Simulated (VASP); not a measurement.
PbO: single point with r2SCAN

The system is PbO.

```
CELL_PARAMETERS angstrom
3.98962 0.00000 0.00000
0.00000 3.98962 0.00000
0.00000 0.00000 5.55366
ATOMIC_POSITIONS crystal
Pb 0.50000 0.00000 0.21426
Pb 0.00000 0.50000 0.78574
O 0.00000 0.00000 0.00000
O 0.50000 0.50000 0.00000
```

- Program: VASP 6.6.1
- Task: single point
- Functional: r2SCAN
- Potentials or basis: VASP PAW PBE potentials, release 64 (Pb_d, O)
- Cutoff: 520 eV
- k mesh: 6 × 6 × 4
- Occupations: gaussian, width 0.05 eV
- Spin: no spin polarisation

The pressure is 0.0 GPa. The largest force is 0.115 eV/Å. The band gap on the k mesh is 2.05 eV (least direct gap 2.37 eV).

Forces in eV/Å, atoms in the order of the input:
```
Pb   0.000  0.000  0.115
Pb   0.000  0.000 -0.115
O    0.000  0.000  0.000
O    0.000  0.000  0.000
```

Stress tensor (GPa, compression positive):
```
 0.08  0.00  0.00
 0.00  0.08  0.00
 0.00  0.00 -0.06
```

Levels at points of the mesh, in eV from the valence-band top:
```csv
k point,band 17,band 18,band 19,band 20,band 21,band 22,band 23,band 24
"(0.00, 0.00, 0.00)",-1.75,-1.70,-1.70,0.00,2.37,4.86,6.49,6.49
"(0.50, 0.00, 0.00)",-3.03,-3.03,-1.52,-1.52,3.46,3.46,6.30,6.30
"(0.50, 0.50, 0.00)",-1.75,-1.75,-1.06,-1.06,2.05,2.05,5.58,5.58
"(0.00, 0.00, 0.50)",-1.76,-1.71,-1.71,-0.99,2.24,4.73,4.93,4.93
"(0.50, 0.00, 0.50)",-3.02,-3.02,-1.08,-1.08,3.14,3.14,7.05,7.05
"(0.50, 0.50, 0.50)",-2.04,-2.04,-1.06,-1.06,4.02,4.02,4.44,4.44
```

Wall time 3.7 min on 1 thread of Intel(R) Xeon(R) 6975P-C (Granite Rapids), on a shared host, peak memory 0.23 GiB.

Caveat: the PAW data sets were made with another functional, which shifts forces and pressure a little; spin-orbit coupling is left out, which moves the levels of the heavy elements. A k mesh can miss the band edges.
